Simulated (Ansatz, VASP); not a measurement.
## Two plane-wave programs on BP

INCAR

```
SYSTEM = BP
PREC = Accurate
ENCUT = 500
EDIFF = 1E-6
ISMEAR = 0
SIGMA = 0.02
LREAL = .FALSE.
LASPH = .TRUE.
NELM = 120
ALGO = Normal
ISIF = 2
LWAVE = .FALSE.
LCHARG = .FALSE.
GGA = CA
NBANDS = 11
GGA_COMPAT = .FALSE.
```

The input KPOINTS:

```
Automatic mesh
0
G
  10 10 10
  0 0 0
```

Contents of POSCAR:

```
BP
1.0
    0.0000000000      2.2674684859      2.2674684859
    2.2674684859      0.0000000000      2.2674684859
    2.2674684859      2.2674684859      0.0000000000
B P
1 1
Direct
    0.0000000000      0.0000000000      0.0000000000
    0.2500000000      0.2500000000      0.2500000000
```

Input for Ansatz:

```yaml
crystal:
  lattice:
    - [0.0, 2.2674684859, 2.2674684859]
    - [2.2674684859, 0.0, 2.2674684859]
    - [2.2674684859, 2.2674684859, 0.0]
  atoms:
    - { symbol: B, position: [0.0, 0.0, 0.0] }
    - { symbol: P, position: [0.25, 0.25, 0.25] }
basis:
  ecutwfc: 420
kpoints:
  mp_grid: { grid: [10, 10, 10] }
hamiltonian:
  xc: lda
scf:
  occupations: { method: gaussian, width: 0.02 }
output:
  forces: true
  stress: true
  eigenvalues: true
  write_density: true
  write_potential: true
  elf: true
  volumetric_format: npy
```

Alike in both runs: task single point; functional LDA; k mesh 10 × 10 × 10; occupations gaussian, width 0.02 eV; no spin polarisation.

```csv
,VASP,Ansatz
version,VASP 6.6.1,Ansatz 0.2.0
potentials or method,"VASP PAW LDA potentials, release 64 (B, P), cutoff 500 eV","scalar-relativistic, plane waves, PAW"
valence electrons in the cell,8,8
```

VASP gave:

```
gap on the k mesh at the Fermi level (eV) : 1.19
least direct gap on the mesh (eV)         : 3.38
pressure (GPa)                            : -5.0
```

What did Ansatz give for the same quantities?

gap on the k mesh at the Fermi level (eV): 1.18; least direct gap on the mesh (eV): 3.38; pressure (GPa): -4.9.

LDA's correlation is that of Perdew and Zunger in VASP and of Perdew and Wang (1992) in Ansatz.
